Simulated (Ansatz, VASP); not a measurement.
# One calculation of Li2O, two programs

```
CELL_PARAMETERS angstrom
0.00000 2.24957 2.24957
2.24957 0.00000 2.24957
2.24957 2.24957 0.00000
ATOMIC_POSITIONS crystal
Li 0.25000 0.25000 0.25000
Li 0.75000 0.75000 0.75000
O 0.00000 0.00000 0.00000
```

Alike in both runs: task single point; functional r2SCAN; dispersion D4; k mesh 8 × 8 × 8; occupations gaussian, width 0.05 eV; no spin polarisation.

```csv
,VASP,Ansatz
version,VASP 6.6.1,Ansatz 0.2.0
potentials or method,"VASP PAW PBE potentials, release 64 (Li_sv, O), cutoff 830 eV","scalar-relativistic, plane waves, PAW"
valence electrons in the cell,12,12
```

|  | VASP | Ansatz | Ansatz less VASP |
| --- | --- | --- | --- |
| gap on the k mesh at the Fermi level (eV) | 5.83 | 5.87 | +0.040 |
| least direct gap on the mesh (eV) | 6.78 | 6.60 | -0.180 |
| pressure (GPa) | 4.6 | 3.9 | -0.70 |

VASP's potentials were made for PBE, not for r2SCAN.
